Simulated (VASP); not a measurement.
# TiNi (Pm-3m) in VASP: single point with PBEsol

Aim: the single point of TiNi with PBEsol.

All numbers are computed with VASP 6.6.1; they aren't measurements. Logs are shortened: lines on timing, memory, paths and dates and some standing lists are left out, and cuts for length are marked.

**1. The cell of the first run**

The structure is cubic, space group Pm-3m (No. 221). The conventional cell has a = 3.011 Å, b = 3.011 Å, c = 3.011 Å, α = 90.00°, β = 90.00°, γ = 90.00°. Ti (site symmetry m-3m) has 8 Ni at 2.61 Å and 6 Ti at 3.01 Å within 3.4 Å. Ni (site symmetry m-3m) has 8 Ti at 2.61 Å and 6 Ni at 3.01 Å within 3.4 Å.

**2. Single point, PBEsol**

Input file INCAR:

```
SYSTEM = TiNi
ALGO = Normal
EDIFF = 1E-6
ENCUT = 520
GGA = PS
ISIF = 2
ISMEAR = 0
LASPH = .True.
LCHARG = .True.
LELF = .True.
LREAL = .False.
LVHAR = .True.
LWAVE = .False.
NBANDS = 18
NELM = 100
PREC = Accurate
SIGMA = 0.1
```

Input file KPOINTS:

```
k-points
0
Gamma
  14 14 14
  0 0 0
```

Input file POSCAR:

```
TiNi
1.0
    3.0112878667      0.0000000000      0.0000000000
    0.0000000000      3.0112878667      0.0000000000
    0.0000000000      0.0000000000      3.0112878667
Ti Ni
1 1
Direct
    0.5000000000      0.5000000000      0.5000000000
    0.0000000000      0.0000000000      0.0000000000
```

Potentials or basis: VASP PAW PBE potentials, release 64 (Ti_sv, Ni).

The run is started by

```
$ cat potpaw_PBE.64/Ti_sv/POTCAR potpaw_PBE.64/Ni/POTCAR > POTCAR
$ mpirun -np 1 vasp_std > vasp.out
```

OUTCAR:

```text
SYSTEM = TiNi
   EDIFF = 1E-6
   ENCUT = 520
   GGA = PS
   ISIF = 2
   ISMEAR = 0
   LASPH = .True.
   LREAL = .False.
   NELM = 100
   PREC = Accurate

 ion  position               nearest neighbor table
   1  0.500  0.500  0.500-   2 2.61   2 2.61   2 2.61   2 2.61   2 2.61   2 2.61   2 2.61   2 2.61

   2  0.000  0.000  0.000-   1 2.61   1 2.61   1 2.61   1 2.61   1 2.61   1 2.61   1 2.61   1 2.61

  LATTYP: Found a simple cubic cell.
 ALAT       =     3.0112878667

  Lattice vectors:

 A1 = (   3.0112878667,   0.0000000000,   0.0000000000)
 A2 = (   0.0000000000,   3.0112878667,   0.0000000000)
 A3 = (   0.0000000000,   0.0000000000,   3.0112878667)

Analysis of symmetry for initial positions (statically):
=====================================================================
 Subroutine PRICEL returns:
 Original cell was already a primitive cell.

 Routine SETGRP: Setting up the symmetry group for a
 simple cubic supercell.

 Subroutine GETGRP returns: Found 48 space group operations
 (whereof 48 operations were pure point group operations)
 out of a pool of 48 trial point group operations.

The static configuration has the point symmetry O_h .

Analysis of symmetry for dynamics (positions and initial velocities):
=====================================================================
 Subroutine PRICEL returns:
 Original cell was already a primitive cell.

 Routine SETGRP: Setting up the symmetry group for a
 simple cubic supercell.

 Subroutine GETGRP returns: Found 48 space group operations
 (whereof 48 operations were pure point group operations)
 out of a pool of 48 trial point group operations.

The dynamic configuration has the point symmetry O_h .

 Subroutine INISYM returns: Found 48 space group operations
 (whereof 48 operations are pure point group operations),
 and found     1 'primitive' translations

----------------------------------------------------------------------------------------

                                     Primitive cell

  volume of cell :      27.3059

  direct lattice vectors                    reciprocal lattice vectors
     3.011287867  0.000000000  0.000000000     0.332083827  0.000000000  0.000000000
     0.000000000  3.011287867  0.000000000     0.000000000  0.332083827  0.000000000
     0.000000000  0.000000000  3.011287867     0.000000000  0.000000000  0.332083827

  length of vectors
     3.011287867  3.011287867  3.011287867     0.332083827  0.332083827  0.332083827

  position of ions in fractional coordinates (direct lattice)
     0.500000000  0.500000000  0.500000000
     0.000000000  0.000000000  0.000000000

  ion indices of the primitive-cell ions
   primitive index   ion index
                 1           1
                 2           2

----------------------------------------------------------------------------------------

 KPOINTS: k-points

Automatic generation of k-mesh.
 Grid dimensions read from file:
 generate k-points for:   14   14   14

 Generating k-lattice:

  Cartesian coordinates                     Fractional coordinates (reciprocal lattice)
     0.023720273  0.000000000  0.000000000     0.071428571  0.000000000  0.000000000
     0.000000000  0.023720273  0.000000000     0.000000000  0.071428571  0.000000000
     0.000000000  0.000000000  0.023720273     0.000000000  0.000000000  0.071428571

  Length of vectors
     0.023720273  0.023720273  0.023720273

  Shift w.r.t. Gamma in fractional coordinates (k-lattice)
     0.000000000  0.000000000  0.000000000

 Subroutine IBZKPT returns following result:
 ===========================================

 Found    120 irreducible k-points:

 Following reciprocal coordinates:
            Coordinates               Weight
  0.000000  0.000000  0.000000      1.000000
  0.071429  0.000000  0.000000      6.000000
  0.142857  0.000000  0.000000      6.000000
  0.214286  0.000000  0.000000      6.000000
  0.285714  0.000000  0.000000      6.000000
  0.357143  0.000000  0.000000      6.000000
[... 16 lines left out ...]
  0.285714  0.214286  0.000000     24.000000
  0.357143  0.214286  0.000000     24.000000
 [... further k-points ...]
   k-points           NKPTS =    120   k-points in BZ     NKDIM =    120   number of bands    NBANDS=     18
   number of dos      NEDOS =    301   number of ions     NIONS =      2
   total plane-waves  NPLWV =  13824
   dimension x,y,z NGX =    24 NGY =   24 NGZ =   24
   dimension x,y,z NGXF=    48 NGYF=   48 NGZF=   48
   ions per type =               1   1
   NGX,Y,Z   is equivalent  to a cutoff of  13.25, 13.25, 13.25 a.u.
   NGXF,Y,Z  is equivalent  to a cutoff of  26.50, 26.50, 26.50 a.u.
 SYSTEM =  TiNi
   PREC   = accura    normal or accurate (medium, high low for compatibility)
   ISTART =      0    job   : 0-new  1-cont  2-samecut
   ICHARG =      2    charge: 1-file 2-atom 10-const
   ISPIN  =      1    spin polarized calculation?
   LNONCOLLINEAR =      F non collinear calculations
   LSORBIT =      F    spin-orbit coupling
   LASPH  =      T    aspherical Exc in radial PAW
   ENCUT  =  520.0 eV  38.22 Ry    6.18 a.u.   5.60  5.60  5.60*2*pi/ulx,y,z
   NELM   =    100;   NELMIN=  2; NELMDL= -5     # of ELM steps
   EDIFF  = 0.1E-05   stopping-criterion for ELM
   LREAL  =      F    real-space projection
   EDIFFG = 0.1E-04   stopping-criterion for IOM
   NSW    =      0    number of steps for IOM
   IBRION =     -1    ionic relax: 0-MD 1-quasi-New 2-CG
   NFREE  =      0    steps in history (QN), initial steepest desc. (CG)
   ISIF   =      2    stress and relaxation
   ISYM   =      2    0-nonsym 1-usesym 2-fastsym
   POTIM  = 0.5000    time-step for ionic-motion
   TEBEG  =    0.0;   TEEND  =   0.0 temperature during run
   PSTRESS=    0.0 pullay stress
   NELECT =      22.0000    total number of electrons
   NUPDOWN=      -1.0000    fix difference up-down
   EMIN   =  10.00;   EMAX   =-10.00  energy-range for DOS
   EFERMI =   0.00;   METHOD = LEGACY
   ISMEAR =     0;   SIGMA  =   0.10  broadening in eV -4-tet -1-fermi 0-gaus
   EFERMI_NEDOS =   21; number of points for ismear=-14 and -15
   IALGO  =     38    algorithm
   IMIX   =      4    mixing-type and parameters
     AMIX     =   0.40;   BMIX     =  1.00
     AMIX_MAG =   1.60;   BMIX_MAG =  1.00
  volume/ion in A,a.u.               =      13.65        92.13
  Fermi-wavevector in a.u.,A,eV,Ry     =   1.523340  2.878695 31.573191  2.320564
  Thomas-Fermi vector in A             =   2.631796
   LORBIT       =      0    0 simple, 1 ext, 2 COOP (PROOUT), +10 PAW based schemes
   GGA     = PS    functional components
   LHFCALC =     F    Hartree Fock is set to
   AEXX    =    0.0000 exact exchange contribution
   IVDW    =     0    specifies the selected vdW correction
   LEPSILON=     F    determine dielectric tensor
   LRPA    =     F    only Hartree local field effects (RPA)
 non-spin polarized calculation
 Gauss-broadening in eV      SIGMA  =   0.10
  energy-cutoff  :      520.00
  volume of cell :       27.31
 maximum number of plane-waves:       756
 NGX is ok and might be reduce to    24
   NGX = 11   NGY = 11   NGZ = 11

 number of electron      21.9999992 magnetization

 Free energy of the ion-electron system (eV)
  ---------------------------------------------------
  ext. energy  EPLUGINS =         0.00000000
  ---------------------------------------------------
  free energy    TOTEN  =       -15.18570938 eV

  energy without entropy =      -15.17153786  energy(sigma->0) =      -15.17862362

 E-fermi :   9.1610     XC(G=0): -12.5391

 val. band max:        9.1595642560   @ k =   0.3571   0.2143   0.2143
 cond. band min:       9.1683888435   @ k =   0.4286   0.4286   0.0714
 fundamental gap:      0.0088245875
 Fermi energy:         9.1609548884

 k-point     1 :       0.0000    0.0000    0.0000
  band No.  band energies     occupation
      1     -47.8141      2.00000
      2     -24.0132      2.00000
      3     -24.0132      2.00000
      4     -24.0132      2.00000
      5       1.4473      2.00000
      6       5.4023      2.00000
[... 10 lines left out ...]
     17      17.6946      0.00000
     18      17.6946      0.00000

 k-point     2 :       0.0714    0.0000    0.0000
  band No.  band energies     occupation
      1     -47.8126      2.00000
      2     -24.0272      2.00000
      3     -24.0121      2.00000
      4     -24.0121      2.00000
      5       1.5457      2.00000
      6       5.4418      2.00000
[... 10 lines left out ...]
     17      17.9234      0.00000
     18      17.9234      0.00000

 k-point     3 :       0.1429    0.0000    0.0000
  band No.  band energies     occupation
      1     -47.8086      2.00000
      2     -24.0661      2.00000
      3     -24.0092      2.00000
      4     -24.0092      2.00000
      5       1.8359      2.00000
      6       5.5500      2.00000
[... 10 lines left out ...]
     17      18.5512      0.00000
     18      18.5512      0.00000

 k-point     4 :       0.2143    0.0000    0.0000
  band No.  band energies     occupation
      1     -47.8029      2.00000
      2     -24.1221      2.00000
      3     -24.0049      2.00000
      4     -24.0049      2.00000
      5       2.3035      2.00000
      6       5.6942      2.00000
[... 375 lines left out ...]
      4     -23.9959      2.00000
      5       3.0635      2.00000
      6       5.8561      2.00000
[... 10 lines left out ...]
     17      17.0356      0.00000
     18      20.7122      0.00000

 k-point    23 :       0.2857    0.2143    0.0000
  band No.  band energies     occupation
      1     -47.7858      2.00000
      2     -24.1708      2.00000
      3     -24.1035      2.00000
      4     -23.9908      2.00000
      5       3.5905      2.00000
      6       5.8935      2.00000
[... 10 lines left out ...]
     17      17.4148      0.00000
     18      21.5659      0.00000

 k-point    24 :       0.3571    0.2143    0.0000
  band No.  band energies     occupation
      1     -47.7802      2.00000
      2     -24.2240      2.00000
      3     -24.0978      2.00000
      4     -23.9862      2.00000
      5       4.1760      2.00000
      6       5.8543      2.00000
[... 10 lines left out ...]
     17      18.1412      0.00000
     18      22.2870      0.00000

 [... further k-points ...]

------------------------ aborting loop because EDIFF is reached ----------------------------------------

  FORCE on cell =-STRESS in cart. coord.  units (eV):
  Direction    XX          YY          ZZ          XY          YZ          ZX
  --------------------------------------------------------------------------------------
  -------------------------------------------------------------------------------------
  Total       -1.1378830     -1.1378830     -1.1378830     -0.0000000      0.0000000     -0.0000000
  in kB      -66.7653886    -66.7653886    -66.7653886     -0.0000000      0.0000000     -0.0000000
  external PRESSURE =     -66.7653886 kB  Pullay stress =       0.0000000 kB

 VOLUME and BASIS-vectors are now :
 -----------------------------------------------------------------------------
  energy-cutoff  :      520.00
  volume of cell :       27.31
      direct lattice vectors                 reciprocal lattice vectors
     3.011287867  0.000000000  0.000000000     0.332083827  0.000000000  0.000000000
     0.000000000  3.011287867  0.000000000     0.000000000  0.332083827  0.000000000
     0.000000000  0.000000000  3.011287867     0.000000000  0.000000000  0.332083827

 POSITION                                       TOTAL-FORCE (eV/Angst)
 -----------------------------------------------------------------------------------
      1.50564      1.50564      1.50564         0.000000      0.000000      0.000000
      0.00000      0.00000      0.00000         0.000000      0.000000      0.000000
 -----------------------------------------------------------------------------------
    total drift:                                0.000000      0.000000     -0.000000

  FREE ENERGIE OF THE ION-ELECTRON SYSTEM (eV)
  ---------------------------------------------------
  free  energy   TOTEN  =       -15.1857093765 eV

  energy  without entropy=      -15.1715378580  energy(sigma->0) =      -15.17862362
```

Wall time 43 s (1 thread of Intel Xeon Platinum 8488C (Sapphire Rapids), shared host); peak memory 0.18 GiB.

What came out:

```
Free energy            : -15.1857 eV
Pressure               : -6.7 GPa
Band gap on the k mesh : zero (bands 11 and 12 overlap by 1.69 eV)
```

Caveat: the cell stands under tension; the PAW data sets were made with another functional, which shifts forces and pressure a little. Spin polarisation is off, so any magnetic state and its effect on volume and gap are missing.
